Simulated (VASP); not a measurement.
# GaP (R-3m) in VASP: notebook, part 2 of 2

VASP 6.6.1. The steps go on from the part before.

## 5. Single point, PBE

File INCAR:

```
SYSTEM = GaP
PREC = Accurate
ENCUT = 520
EDIFF = 1E-7
ISMEAR = 0
SIGMA = 0.02
LREAL = .FALSE.
LASPH = .TRUE.
NELM = 100
ALGO = Normal
ISIF = 2
LWAVE = .FALSE.
LCHARG = .FALSE.
GGA = PE
NBANDS = 26
```

File KPOINTS:

```
regular mesh
0
G
  6 6 6
  0 0 0
```

File POSCAR:

```
GaP
1.0
    1.9430151755      1.1218003346      6.4308101003
   -1.9430151755      1.1218003346      6.4308101003
    0.0000000000     -2.2436006692      6.4308101003
Ga P
2 2
Direct
    0.4353720000      0.4353720000      0.4353720000
    0.5646280000      0.5646280000      0.5646280000
    0.0573890000      0.0573890000      0.0573890000
    0.9426110000      0.9426110000      0.9426110000
```

Potentials or basis: VASP PAW PBE potentials, release 64 (Ga_d, P).

Run with:

```console
$ cat potpaw_PBE.64/Ga_d/POTCAR potpaw_PBE.64/P/POTCAR > POTCAR
$ mpirun -np 1 vasp_std > vasp.out
```

OUTCAR:

```text
SYSTEM = GaP
   PREC = Accurate
   ENCUT = 520
   EDIFF = 1E-7
   ISMEAR = 0
   LREAL = .FALSE.
   LASPH = .TRUE.
   NELM = 100
   ISIF = 2
   GGA = PE

 ion  position               nearest neighbor table
   1  0.435  0.435  0.435-   3 2.40   3 2.40   3 2.40   2 2.49
   2  0.565  0.565  0.565-   4 2.40   4 2.40   4 2.40   1 2.49
   3  0.057  0.057  0.057-   4 2.21   1 2.40   1 2.40   1 2.40
   4  0.943  0.943  0.943-   3 2.21   2 2.40   2 2.40   2 2.40

  LATTYP: Found a trigonal (rhomboedric) cell.
 ALAT       =     6.8109516596
 COS(alpha) =     0.8372328403

  Lattice vectors:

 A1 = (   1.9430151755,   1.1218003346,   6.4308101003)
 A2 = (  -1.9430151755,   1.1218003346,   6.4308101003)
 A3 = (   0.0000000000,  -2.2436006692,   6.4308101003)

Analysis of symmetry for initial positions (statically):
=====================================================================
 Subroutine PRICEL returns:
 Original cell was already a primitive cell.

 Routine SETGRP: Setting up the symmetry group for a
 trigonal (rhombohedral) supercell.

 Subroutine GETGRP returns: Found 12 space group operations
 (whereof 12 operations were pure point group operations)
 out of a pool of 12 trial point group operations.

The static configuration has the point symmetry D_3d.

Analysis of symmetry for dynamics (positions and initial velocities):
=====================================================================
 Subroutine PRICEL returns:
 Original cell was already a primitive cell.

 Routine SETGRP: Setting up the symmetry group for a
 trigonal (rhombohedral) supercell.

 Subroutine GETGRP returns: Found 12 space group operations
 (whereof 12 operations were pure point group operations)
 out of a pool of 12 trial point group operations.

The dynamic configuration has the point symmetry D_3d.

 Subroutine INISYM returns: Found 12 space group operations
 (whereof 12 operations are pure point group operations),
 and found     1 'primitive' translations

----------------------------------------------------------------------------------------

                                     Primitive cell

  volume of cell :      84.1025

  direct lattice vectors                    reciprocal lattice vectors
     1.943015176  1.121800335  6.430810100     0.257332010  0.148570705  0.051833801
    -1.943015176  1.121800335  6.430810100    -0.257332010  0.148570705  0.051833801
     0.000000000 -2.243600669  6.430810100     0.000000000 -0.297141410  0.051833801

  length of vectors
     6.810951660  6.810951660  6.810951660     0.301628514  0.301628514  0.301628514

  position of ions in fractional coordinates (direct lattice)
     0.435372000  0.435372000  0.435372000
     0.564628000  0.564628000  0.564628000
     0.057389000  0.057389000  0.057389000
     0.942611000  0.942611000  0.942611000

  ion indices of the primitive-cell ions
   primitive index   ion index
                 1           1
                 2           2
                 3           3
                 4           4

----------------------------------------------------------------------------------------

 KPOINTS: regular mesh

Automatic generation of k-mesh.
 Grid dimensions read from file:
 generate k-points for:    6    6    6

 Generating k-lattice:

  Cartesian coordinates                     Fractional coordinates (reciprocal lattice)
     0.042888668  0.024761784  0.008638967     0.166666667 -0.000000000  0.000000000
    -0.042888668  0.024761784  0.008638967    -0.000000000  0.166666667  0.000000000
     0.000000000 -0.049523568  0.008638967     0.000000000  0.000000000  0.166666667

  Length of vectors
     0.050271419  0.050271419  0.050271419

  Shift w.r.t. Gamma in fractional coordinates (k-lattice)
     0.000000000  0.000000000  0.000000000

 Subroutine IBZKPT returns following result:
 ===========================================

 Found     32 irreducible k-points:

 Following reciprocal coordinates:
            Coordinates               Weight
  0.000000  0.000000  0.000000      1.000000
  0.166667  0.000000  0.000000      6.000000
  0.333333 -0.000000 -0.000000      6.000000
  0.500000  0.000000 -0.000000      3.000000
  0.166667  0.166667 -0.000000      6.000000
  0.333333  0.166667 -0.000000     12.000000
[... 16 lines left out ...]
  0.500000  0.500000  0.166667      6.000000
 -0.333333  0.500000  0.166667     12.000000
 [... further k-points ...]
   k-points           NKPTS =     32   k-points in BZ     NKDIM =     32   number of bands    NBANDS=     26
   number of dos      NEDOS =    301   number of ions     NIONS =      4
   total plane-waves  NPLWV = 157464
   dimension x,y,z NGX =    54 NGY =   54 NGZ =   54
   dimension x,y,z NGXF=   108 NGYF=  108 NGZF=  108
   ions per type =               2   2
   NGX,Y,Z   is equivalent  to a cutoff of  13.18, 13.18, 13.18 a.u.
   NGXF,Y,Z  is equivalent  to a cutoff of  26.36, 26.36, 26.36 a.u.
 SYSTEM =  GaP
   PREC   = accura    normal or accurate (medium, high low for compatibility)
   ISTART =      0    job   : 0-new  1-cont  2-samecut
   ICHARG =      2    charge: 1-file 2-atom 10-const
   ISPIN  =      1    spin polarized calculation?
   LNONCOLLINEAR =      F non collinear calculations
   LSORBIT =      F    spin-orbit coupling
   LASPH  =      T    aspherical Exc in radial PAW
   ENCUT  =  520.0 eV  38.22 Ry    6.18 a.u.  12.66 12.66 12.66*2*pi/ulx,y,z
   NELM   =    100;   NELMIN=  2; NELMDL= -5     # of ELM steps
   EDIFF  = 0.1E-06   stopping-criterion for ELM
   LREAL  =      F    real-space projection
   EDIFFG = 0.1E-05   stopping-criterion for IOM
   NSW    =      0    number of steps for IOM
   IBRION =     -1    ionic relax: 0-MD 1-quasi-New 2-CG
   NFREE  =      0    steps in history (QN), initial steepest desc. (CG)
   ISIF   =      2    stress and relaxation
   ISYM   =      2    0-nonsym 1-usesym 2-fastsym
   POTIM  = 0.5000    time-step for ionic-motion
   TEBEG  =    0.0;   TEEND  =   0.0 temperature during run
   PSTRESS=    0.0 pullay stress
   NELECT =      36.0000    total number of electrons
   NUPDOWN=      -1.0000    fix difference up-down
   EMIN   =  10.00;   EMAX   =-10.00  energy-range for DOS
   EFERMI =   0.00;   METHOD = LEGACY
   ISMEAR =     0;   SIGMA  =   0.02  broadening in eV -4-tet -1-fermi 0-gaus
   EFERMI_NEDOS =   21; number of points for ismear=-14 and -15
   IALGO  =     38    algorithm
   IMIX   =      4    mixing-type and parameters
     AMIX     =   0.40;   BMIX     =  1.00
     AMIX_MAG =   1.60;   BMIX_MAG =  1.00
  volume/ion in A,a.u.               =      21.03       141.89
  Fermi-wavevector in a.u.,A,eV,Ry     =   1.233785  2.331515 20.711129  1.522225
  Thomas-Fermi vector in A             =   2.368501
   LORBIT       =      0    0 simple, 1 ext, 2 COOP (PROOUT), +10 PAW based schemes
   GGA     = PE    functional components
   LHFCALC =     F    Hartree Fock is set to
   AEXX    =    0.0000 exact exchange contribution
   IVDW    =     0    specifies the selected vdW correction
   LEPSILON=     F    determine dielectric tensor
   LRPA    =     F    only Hartree local field effects (RPA)
 non-spin polarized calculation
 Gauss-broadening in eV      SIGMA  =   0.02
  energy-cutoff  :      520.00
  volume of cell :       84.10
 maximum number of plane-waves:      2282
 NGX is ok and might be reduce to    54
   NGX = 25   NGY = 25   NGZ = 25

 number of electron      36.0000008 magnetization

 Free energy of the ion-electron system (eV)
  ---------------------------------------------------
  ext. energy  EPLUGINS =         0.00000000
  ---------------------------------------------------
  free energy    TOTEN  =       -17.72348586 eV

  energy without entropy =      -17.72348586  energy(sigma->0) =      -17.72348586

 E-fermi :   4.7172     XC(G=0):  -9.6650

 val. band max:        4.6192978506   @ k =   0.0000   0.0000   0.0000
 cond. band min:       5.4545222067   @ k =   0.5000   0.5000   0.0000
 fundamental gap:      0.8352243561
 Fermi energy:         4.7172348069

 k-point     1 :       0.0000    0.0000    0.0000
  band No.  band energies     occupation
      1     -10.1426      2.00000
      2     -10.0165      2.00000
      3     -10.0165      2.00000
      4     -10.0021      2.00000
      5     -10.0021      2.00000
      6      -9.9509      2.00000
[... 18 lines left out ...]
     25       9.0239      0.00000
     26      12.7031      0.00000
[... 644 lines left out ...]
      4     -10.0100      2.00000
      5      -9.9814      2.00000
      6      -9.9512      2.00000
[... 18 lines left out ...]
     25      12.3740      0.00000
     26      12.4698      0.00000

 [... further k-points ...]
[... 5 lines left out ...]
  --------------------------------------------------------------------------------------
  -------------------------------------------------------------------------------------
  Total        0.0105224      0.0105224      0.0178358      0.0000000      0.0000000      0.0000000
  in kB        0.2004543      0.2004543      0.3397778      0.0000000      0.0000000      0.0000000
  external PRESSURE =       0.2468955 kB  Pullay stress =       0.0000000 kB

 VOLUME and BASIS-vectors are now :
 -----------------------------------------------------------------------------
  energy-cutoff  :      520.00
  volume of cell :       84.10
      direct lattice vectors                 reciprocal lattice vectors
     1.943015176  1.121800335  6.430810100     0.257332010  0.148570705  0.051833801
    -1.943015176  1.121800335  6.430810100    -0.257332010  0.148570705  0.051833801
     0.000000000 -2.243600669  6.430810100     0.000000000 -0.297141410  0.051833801

 POSITION                                       TOTAL-FORCE (eV/Angst)
 -----------------------------------------------------------------------------------
      0.00000      0.00000      8.39938         0.000000     -0.000000      0.049880
      0.00000      0.00000     10.89305         0.000000     -0.000000     -0.049880
      0.00000      0.00000      1.10717         0.000000     -0.000000      0.016487
      0.00000      0.00000     18.18526         0.000000      0.000000     -0.016487
 -----------------------------------------------------------------------------------
    total drift:                                0.000000      0.000000      0.000000

  FREE ENERGIE OF THE ION-ELECTRON SYSTEM (eV)
  ---------------------------------------------------
  free  energy   TOTEN  =       -17.7234858569 eV

  energy  without entropy=      -17.7234858569  energy(sigma->0) =      -17.72348586
```

It took 2 min on 1 thread of Intel Xeon 6975P-C (Granite Rapids), shared host; peak memory 0.38 GiB.

Results:

| Item | Value |
| --- | --- |
| Free energy | -17.7235 eV |
| Pressure | 0.0 GPa |
| Largest force | 0.050 eV/Å |
| Band gap on the k mesh | 0.84 eV, indirect (least direct gap 1.13 eV) |

Forces in eV/Å, atoms in the order of the input:
```
Ga   0.000  0.000  0.050
Ga   0.000  0.000 -0.050
P    0.000  0.000  0.016
P    0.000  0.000 -0.016
```

## 6. Overview

```tsv
k mesh	smearing	gap on the mesh (eV)	pressure (GPa)	largest force (eV/Å)
1 × 1 × 1	gaussian 0.02 eV	0.82	25.0	3.25
3 × 3 × 3	gaussian 0.02 eV	1.09	0.7	0.08
6 × 6 × 6	gaussian 0.1 eV	0.84	0.0	0.05
6 × 6 × 6	gaussian 0.02 eV	0.84	0.0	0.05
```

Alike in all rows: task single point; level PBE; potentials or basis VASP PAW PBE potentials, release 64 (Ga_d, P); no spin polarisation; cell as given; cutoff (eV) 520.

Caveats: some runs use coarse meshes; forces of over 1 eV/Å act on the atoms, so gaps and moduli don't describe the material at rest (some runs).

Total energies depend on the potentials used, so only differences within one code and one set of settings carry meaning.
